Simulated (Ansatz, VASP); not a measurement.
## One calculation of NaCl, two programs

```xyz
2
Lattice="0.0000 2.7632 2.7632 2.7632 0.0000 2.7632 2.7632 2.7632 0.0000" Properties=species:S:1:pos:R:3 pbc="T T T"
Na    0.0000    0.0000    0.0000
Cl    2.7632    2.7632    2.7632
```

Alike in both runs: task single point; functional PBE; k mesh 8 × 8 × 8; occupations gaussian, width 0.02 eV; no spin polarisation.

|  | VASP | Ansatz |
| --- | --- | --- |
| version | VASP 6.6.1 | Ansatz 0.2.0 |
| potentials or method | VASP PAW PBE potentials, release 64 (Na_pv, Cl), cutoff 500 eV | scalar-relativistic, plane waves, PAW |
| valence electrons in the cell | 14 | 16 |

|  | VASP | Ansatz | Ansatz less VASP |
| --- | --- | --- | --- |
| gap on the k mesh at the Fermi level (eV) | 5.35 | 5.35 | +0.001 |
| least direct gap on the mesh (eV) | 5.35 | 5.35 | +0.001 |
| pressure (GPa) | 2.6 | 2.6 | +0.05 |

VASP's potentials hold 14 valence electrons a cell and Ansatz's 16, so a difference there can come from the potentials and not from the codes.
